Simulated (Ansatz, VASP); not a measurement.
Two plane-wave programs on ZnS

File POSCAR:

```
ZnS
1.0
    3.8067217484      0.0000000000      0.0000000000
   -1.9033608742      3.2967177392      0.0000000000
    0.0000000000      0.0000000000      6.2457351519
Zn S
2 2
Direct
    0.3333333333      0.6666666667      0.0053880718
    0.6666666667      0.3333333333      0.5053880718
    0.2269425786      0.5602759119      0.3796119282
    0.6666666667      0.3333333333      0.8796119282
```

File INCAR.step1:

```
ALGO = Normal ; EDIFF = 1E-4
ENCUT = 520 ; GGA = PE
ISMEAR = 0 ; LASPH = True
LCHARG = False ; LREAL = False
LWAVE = True ; NBANDS = 26
NELM = 60 ; PREC = Accurate
SIGMA = 0.05
```

INCAR.step2

```
ALGO = Normal ; EDIFF = 1E-7
ENCUT = 520 ; ISIF = 2
ISMEAR = 0 ; ISTART = 1
LASPH = True ; LCHARG = False
LMIXTAU = True ; LREAL = False
LWAVE = False ; METAGGA = R2SCAN
NBANDS = 26 ; NELM = 60
PREC = Accurate ; SIGMA = 0.05
```

The input KPOINTS:

```
k-points
0
Gamma
  6 6 4
```

Input for Ansatz:

```yaml
crystal:
  lattice:
    - [3.8067217484, 0.0, 0.0]
    - [-1.9033608742, 3.2967177392, 0.0]
    - [0.0, 0.0, 6.2457351519]
  atoms:
    - { symbol: Zn, position: [0.3333333333, 0.6666666667, 0.0053880718] }
    - { symbol: Zn, position: [0.6666666667, 0.3333333333, 0.5053880718] }
    - { symbol: S, position: [0.2269425786, 0.5602759119, 0.3796119282] }
    - { symbol: S, position: [0.6666666667, 0.3333333333, 0.8796119282] }
basis:
  ecutwfc: 500
kpoints:
  mp_grid: { grid: [6, 6, 4] }
hamiltonian:
  xc: r2scan
scf:
  occupations: { method: gaussian, width: 0.05 }
output:
  forces: true
  stress: true
  eigenvalues: true
```

Alike in both runs: task single point; functional r2SCAN; k mesh 6 × 6 × 4; occupations gaussian, width 0.05 eV; no spin polarisation.

|  | VASP | Ansatz |
| --- | --- | --- |
| version | VASP 6.6.1 | Ansatz 0.2.0 |
| potentials or method | VASP PAW PBE potentials, release 64 (Zn, S), cutoff 520 eV | scalar-relativistic, plane waves, PAW |
| valence electrons in the cell | 36 | 36 |

```csv
,VASP,Ansatz,Ansatz less VASP
gap on the k mesh at the Fermi level (eV),2.71,2.70,-0.009
least direct gap on the mesh (eV),2.71,2.70,-0.009
pressure (GPa),3.3,3.2,-0.12
"traceless stress, the component that is largest in VASP (GPa)",5.84,5.76,-0.080
rms of the force components (eV/Å),1.570,1.548,-0.0211
```

VASP's potentials were made for PBE, not for r2SCAN. Atom by atom the forces differ by 0.022 eV/Å (rms over components).
